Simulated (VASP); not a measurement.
# Zr (Fm-3m) in VASP: further runs

The runs below take Zr through single point, with r2SCAN.

Program: VASP 6.6.1. These are calculated values, not measurements. Logs are shortened: lines on timing, memory, paths and dates and some standing lists are left out, and cuts for length are marked.

## (1) The cell of the first run

It takes space group Fm-3m (No. 225, cubic). Conventional cell: a = 4.589 Å, b = 4.589 Å, c = 4.589 Å, α = 90.00°, β = 90.00°, γ = 90.00°. Zr (site symmetry m-3m) has 12 Zr at 3.24 Å within 4.3 Å.

This isn't the form of Zr at room conditions, which is hcp.

## (2) Single point, r2SCAN

The input, POSCAR:

```
Zr
1.0
    0.0000000000      2.2943714165      2.2943714165
    2.2943714165      0.0000000000      2.2943714165
    2.2943714165      2.2943714165      0.0000000000
Zr
1
Direct
    0.0000000000      0.0000000000      0.0000000000
```

The input, INCAR.step1:

```
SYSTEM = Zr
  PREC = Accurate
  ENCUT = 520
  ISMEAR = -1
  SIGMA = 0.1
  LREAL = .False.
  LASPH = .True.
  NELM = 80
  NBANDS = 12
  GGA = PE
  ALGO = Normal
  EDIFF = 1E-4
  LWAVE = .True.
  LCHARG = .False.
```

The input, INCAR.step2:

```
SYSTEM = Zr
  PREC = Accurate
  ENCUT = 520
  EDIFF = 1E-6
  ISMEAR = -1
  SIGMA = 0.1
  LREAL = .False.
  LASPH = .True.
  NELM = 80
  ALGO = Normal
  ISIF = 2
  LWAVE = .False.
  LCHARG = .False.
  METAGGA = R2SCAN
  LMIXTAU = .True.
  NBANDS = 12
  ISTART = 1
```

The input, KPOINTS:

```
regular mesh
0
Gamma
  13 13 13
  0 0 0
```

Potentials or basis: VASP PAW PBE potentials, release 64 (Zr_sv).

Command:

```bash
cat potpaw_PBE.64/Zr_sv/POTCAR > POTCAR
cp INCAR.step1 INCAR
mpirun -np 1 vasp_std > vasp.out
cp INCAR.step2 INCAR
mpirun -np 1 vasp_std > vasp.out
```

OUTCAR:

```text
SYSTEM = Zr
   PREC = Accurate
   ENCUT = 520
   EDIFF = 1E-6
   ISMEAR = -1
   LREAL = .False.
   LASPH = .True.
   NELM = 80
   ISIF = 2
   METAGGA = R2SCAN
   ISTART = 1

 ion  position               nearest neighbor table
   1  0.000  0.000  0.000-

  LATTYP: Found a face centered cubic cell.
 ALAT       =     4.5887428330

  Lattice vectors:

 A1 = (   0.0000000000,   2.2943714165,   2.2943714165)
 A2 = (   2.2943714165,   0.0000000000,   2.2943714165)
 A3 = (   2.2943714165,   2.2943714165,   0.0000000000)

Analysis of symmetry for initial positions (statically):
=====================================================================
 Subroutine PRICEL returns:
 Original cell was already a primitive cell.

 Routine SETGRP: Setting up the symmetry group for a
 face centered cubic supercell.

 Subroutine GETGRP returns: Found 48 space group operations
 (whereof 48 operations were pure point group operations)
 out of a pool of 48 trial point group operations.

The static configuration has the point symmetry O_h .

Analysis of symmetry for dynamics (positions and initial velocities):
=====================================================================
 Subroutine PRICEL returns:
 Original cell was already a primitive cell.

 Routine SETGRP: Setting up the symmetry group for a
 face centered cubic supercell.

 Subroutine GETGRP returns: Found 48 space group operations
 (whereof 48 operations were pure point group operations)
 out of a pool of 48 trial point group operations.

The dynamic configuration has the point symmetry O_h .

 Subroutine INISYM returns: Found 48 space group operations
 (whereof 48 operations are pure point group operations),
 and found     1 'primitive' translations

----------------------------------------------------------------------------------------

                                     Primitive cell

  volume of cell :      24.1558

  direct lattice vectors                    reciprocal lattice vectors
     0.000000000  2.294371417  2.294371417    -0.217924612  0.217924612  0.217924612
     2.294371417  0.000000000  2.294371417     0.217924612 -0.217924612  0.217924612
     2.294371417  2.294371417  0.000000000     0.217924612  0.217924612 -0.217924612

  length of vectors
     3.244731174  3.244731174  3.244731174     0.377456500  0.377456500  0.377456500

  position of ions in fractional coordinates (direct lattice)
     0.000000000  0.000000000  0.000000000

  ion indices of the primitive-cell ions
   primitive index   ion index
                 1           1

----------------------------------------------------------------------------------------

 KPOINTS: regular mesh

Automatic generation of k-mesh.
 Grid dimensions read from file:
 generate k-points for:   13   13   13

 Generating k-lattice:

  Cartesian coordinates                     Fractional coordinates (reciprocal lattice)
    -0.016763432  0.016763432  0.016763432     0.076923077  0.000000000  0.000000000
     0.016763432 -0.016763432  0.016763432     0.000000000  0.076923077  0.000000000
     0.016763432  0.016763432 -0.016763432     0.000000000  0.000000000  0.076923077

  Length of vectors
     0.029035115  0.029035115  0.029035115

  Shift w.r.t. Gamma in fractional coordinates (k-lattice)
     0.000000000  0.000000000  0.000000000

 Subroutine IBZKPT returns following result:
 ===========================================

 Found     84 irreducible k-points:

 Following reciprocal coordinates:
            Coordinates               Weight
  0.000000  0.000000  0.000000      1.000000
  0.076923  0.000000  0.000000      8.000000
  0.153846  0.000000  0.000000      8.000000
  0.230769  0.000000  0.000000      8.000000
  0.307692  0.000000  0.000000      8.000000
  0.384615  0.000000  0.000000      8.000000
[... 16 lines left out ...]
  0.384615  0.153846  0.000000     24.000000
  0.461538  0.153846  0.000000     24.000000
 [... further k-points ...]
   k-points           NKPTS =     84   k-points in BZ     NKDIM =     84   number of bands    NBANDS=     12
   number of dos      NEDOS =    301   number of ions     NIONS =      1
   total plane-waves  NPLWV =  13824
   dimension x,y,z NGX =    24 NGY =   24 NGZ =   24
   dimension x,y,z NGXF=    48 NGYF=   48 NGZF=   48
   ions per type =               1
   NGX,Y,Z   is equivalent  to a cutoff of  12.30, 12.30, 12.30 a.u.
   NGXF,Y,Z  is equivalent  to a cutoff of  24.59, 24.59, 24.59 a.u.
 SYSTEM =  Zr
   PREC   = accura    normal or accurate (medium, high low for compatibility)
   ISTART =      1    job   : 0-new  1-cont  2-samecut
   ICHARG =      0    charge: 1-file 2-atom 10-const
   ISPIN  =      1    spin polarized calculation?
   LNONCOLLINEAR =      F non collinear calculations
   LSORBIT =      F    spin-orbit coupling
   LASPH  =      T    aspherical Exc in radial PAW
   ENCUT  =  520.0 eV  38.22 Ry    6.18 a.u.   6.03  6.03  6.03*2*pi/ulx,y,z
   NELM   =     80;   NELMIN=  2; NELMDL=  0     # of ELM steps
   EDIFF  = 0.1E-05   stopping-criterion for ELM
   LREAL  =      F    real-space projection
   EDIFFG = 0.1E-04   stopping-criterion for IOM
   NSW    =      0    number of steps for IOM
   IBRION =     -1    ionic relax: 0-MD 1-quasi-New 2-CG
   NFREE  =      0    steps in history (QN), initial steepest desc. (CG)
   ISIF   =      2    stress and relaxation
   ISYM   =      2    0-nonsym 1-usesym 2-fastsym
   POTIM  = 0.5000    time-step for ionic-motion
   TEBEG  =    0.0;   TEEND  =   0.0 temperature during run
   PSTRESS=    0.0 pullay stress
   NELECT =      12.0000    total number of electrons
   NUPDOWN=      -1.0000    fix difference up-down
   EMIN   =  10.00;   EMAX   =-10.00  energy-range for DOS
   EFERMI =   0.00;   METHOD = LEGACY
   ISMEAR =    -1;   SIGMA  =   0.10  broadening in eV -4-tet -1-fermi 0-gaus
   EFERMI_NEDOS =   21; number of points for ismear=-14 and -15
   IALGO  =     38    algorithm
   IMIX   =      4    mixing-type and parameters
     AMIX     =   0.40;   BMIX     =  1.00
     AMIX_MAG =   1.60;   BMIX_MAG =  1.00
  volume/ion in A,a.u.               =      24.16       163.01
  Fermi-wavevector in a.u.,A,eV,Ry     =   1.296567  2.450156 22.872552  1.681085
  Thomas-Fermi vector in A             =   2.428015
   LORBIT       =      0    0 simple, 1 ext, 2 COOP (PROOUT), +10 PAW based schemes
   METAGGA = R2SCAN    functional components
   LHFCALC =     F    Hartree Fock is set to
   AEXX    =    0.0000 exact exchange contribution
   IVDW    =     0    specifies the selected vdW correction
   LEPSILON=     F    determine dielectric tensor
   LRPA    =     F    only Hartree local field effects (RPA)
 non-spin polarized calculation
  energy-cutoff  :      520.00
  volume of cell :       24.16
 maximum number of plane-waves:       666
   NGX = 13   NGY = 13   NGZ = 13

 number of electron      12.0000000 magnetization

 Free energy of the ion-electron system (eV)
  ---------------------------------------------------
  ext. energy  EPLUGINS =         0.00000000
  ---------------------------------------------------
  free energy    TOTEN  =       -22.71052358 eV

  energy without entropy =      -22.66203943  energy(sigma->0) =      -22.68628151

 E-fermi :   8.4905     XC(G=0): -11.7837

 val. band max:        8.4895985664   @ k =  -0.3846   0.3077   0.1538
 cond. band min:       8.5522635013   @ k =   0.2308   0.0769   0.0000
 fundamental gap:      0.0626649349
 Fermi energy:         8.4905117024

 k-point     1 :       0.0000    0.0000    0.0000
  band No.  band energies     occupation
      1     -41.9746      2.00000
      2     -18.8216      2.00000
      3     -18.8216      2.00000
      4     -18.8216      2.00000
      5       2.6683      2.00000
      6       9.6132      0.00003
      7       9.6132      0.00003
      8       9.6132      0.00003
      9      12.1034      0.00000
     10      12.1034      0.00000
     11      19.2953      0.00000
     12      23.7095      0.00000

 k-point     2 :       0.0769    0.0000    0.0000
  band No.  band energies     occupation
      1     -41.9672      2.00000
      2     -18.8763      2.00000
      3     -18.8283      2.00000
      4     -18.8283      2.00000
      5       2.8594      2.00000
      6       9.4290      0.00017
      7       9.7008      0.00001
      8       9.7009      0.00001
      9      12.0159      0.00000
     10      12.0159      0.00000
     11      19.7067      0.00000
     12      22.8720      0.00000

 k-point     3 :       0.1538    0.0000    0.0000
  band No.  band energies     occupation
      1     -41.9467      2.00000
      2     -19.0257      2.00000
      3     -18.8468      2.00000
      4     -18.8468      2.00000
      5       3.3965      2.00000
      6       9.0029      0.01184
      7       9.8941      0.00000
      8       9.8941      0.00000
      9      11.8733      0.00000
     10      11.8733      0.00000
     11      20.5976      0.00000
     12      21.6674      0.00000
[... 286 lines left out ...]
 k-point    23 :       0.3846    0.1538    0.0000
  band No.  band energies     occupation
      1     -41.8610      2.00000
      2     -19.4908      2.00000
      3     -18.9945      2.00000
      4     -18.9765      2.00000
      5       5.6322      2.00000
      6       7.9257      1.99298
      7       9.1644      0.00236
      8      10.3873      0.00000
      9      12.7049      0.00000
     10      13.5034      0.00000
     11      19.6113      0.00000
     12      21.8139      0.00000

 k-point    24 :       0.4615    0.1538    0.0000
  band No.  band energies     occupation
      1     -41.8408      2.00000
      2     -19.6087      2.00000
      3     -19.0380      2.00000
      4     -18.9837      2.00000
      5       6.0029      2.00000
      6       8.1050      1.95854
      7       9.0809      0.00545
      8      10.1876      0.00000
      9      13.8053      0.00000
     10      13.8448      0.00000
     11      18.3446      0.00000
     12      20.8832      0.00000

 [... further k-points ...]

------------------------ aborting loop because EDIFF is reached ----------------------------------------

  FORCE on cell =-STRESS in cart. coord.  units (eV):
  Direction    XX          YY          ZZ          XY          YZ          ZX
  --------------------------------------------------------------------------------------
  -------------------------------------------------------------------------------------
  Total       -0.4134282     -0.4134282     -0.4134282      0.0000000      0.0000000      0.0000000
  in kB      -27.4213936    -27.4213936    -27.4213936      0.0000000      0.0000000      0.0000000
  external PRESSURE =     -27.4213936 kB  Pullay stress =       0.0000000 kB

 VOLUME and BASIS-vectors are now :
 -----------------------------------------------------------------------------
  energy-cutoff  :      520.00
  volume of cell :       24.16
      direct lattice vectors                 reciprocal lattice vectors
     0.000000000  2.294371417  2.294371417    -0.217924612  0.217924612  0.217924612
     2.294371417  0.000000000  2.294371417     0.217924612 -0.217924612  0.217924612
     2.294371417  2.294371417  0.000000000     0.217924612  0.217924612 -0.217924612

 POSITION                                       TOTAL-FORCE (eV/Angst)
 -----------------------------------------------------------------------------------
      0.00000      0.00000      0.00000         0.000000      0.000000      0.000000
 -----------------------------------------------------------------------------------
    total drift:                                0.000000      0.000000      0.000000

  FREE ENERGIE OF THE ION-ELECTRON SYSTEM (eV)
  ---------------------------------------------------
  free  energy   TOTEN  =       -22.7105235792 eV

  energy  without entropy=      -22.6620394332  energy(sigma->0) =      -22.68628151
```

Run time: 32 s. Hardware: 1 thread of Intel Xeon 6975P-C (Granite Rapids), shared host; peak memory 0.15 GiB.

What came out:

| Quantity | Value |
| --- | --- |
| Free energy | -22.7105 eV |
| Pressure | -2.7 GPa |
| Band gap on the k mesh | zero (bands 6 and 7 overlap by 1.70 eV) |

Caveat: the PAW data sets were made with another functional, which shifts forces and pressure a little.

## (3) Single point, r2SCAN

POSCAR is that of step 2.

The input, INCAR.step1:

```
ALGO = Normal
EDIFF = 1E-4
ENCUT = 520
GGA = PE
ISMEAR = -1
LASPH = True
LCHARG = False
LREAL = False
LWAVE = True
NBANDS = 12
NELM = 60
PREC = Accurate
SIGMA = 0.1
```

The input, INCAR.step2:

```
ALGO = Normal
EDIFF = 1E-6
ENCUT = 520
ISIF = 2
ISMEAR = -1
ISTART = 1
LASPH = True
LCHARG = False
LMIXTAU = True
LREAL = False
LWAVE = False
METAGGA = R2SCAN
NBANDS = 12
NELM = 60
PREC = Accurate
SIGMA = 0.1
```

The input, KPOINTS:

```
k-points
0
Gamma
  13 13 13
```

Potentials or basis: VASP PAW PBE potentials, release 64 (Zr_sv).

Command:

```bash
cat potpaw_PBE.64/Zr_sv/POTCAR > POTCAR
cp INCAR.step1 INCAR
mpirun -np 1 vasp_std > vasp.out
cp INCAR.step2 INCAR
mpirun -np 1 vasp_std > vasp.out
```

Wall time 25 s (1 thread of Intel Xeon 6975P-C (Granite Rapids), shared host); peak memory 0.15 GiB.

The run converged. Its results:

| Item | Value |
| --- | --- |
| Free energy | -22.7105 eV |
| Pressure | -2.7 GPa |
| Band gap on the k mesh | zero (bands 6 and 7 overlap by 1.70 eV) |

Levels at points of the mesh, in eV from the Fermi level:
```
           k point  band 2  band 3  band 4  band 5  band 6  band 7  band 8  band 9  band 10  band 11
(0.00, 0.00, 0.00)  -27.31  -27.31  -27.31   -5.82    1.12    1.12    1.12    3.61     3.61    10.80
```

Caveat: the PAW data sets were made with another functional, which shifts forces and pressure a little.
